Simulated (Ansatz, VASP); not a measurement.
**Two plane-wave programs on Cs**

```
CELL_PARAMETERS angstrom
-3.14212 3.14212 3.14212
3.14212 -3.14212 3.14212
3.14212 3.14212 -3.14212
ATOMIC_POSITIONS crystal
Cs 0.00000 0.00000 0.00000
```

Alike in both runs: task single point; functional r2SCAN; k mesh 10 × 10 × 10; occupations gaussian, width 0.05 eV; no spin polarisation.

|  | VASP | Ansatz |
| --- | --- | --- |
| version | VASP 6.6.1 | Ansatz 0.2.0 |
| potentials or method | VASP PAW PBE potentials, release 64 (Cs_sv), cutoff 520 eV | scalar-relativistic, plane waves, PAW |
| valence electrons in the cell | 9 | 9 |

```csv
,VASP,Ansatz,Ansatz less VASP
gap on the k mesh at the Fermi level (eV),none,none,-
pressure (GPa),0.0,0.0,+0.01
```

VASP's potentials were made for PBE, not for r2SCAN. A gap of «none» marks a metal or a gap that the smearing closes. With one functional, cell and mesh, what is left measures potentials, basis and numerics.

Neither program's run includes spin-orbit coupling.
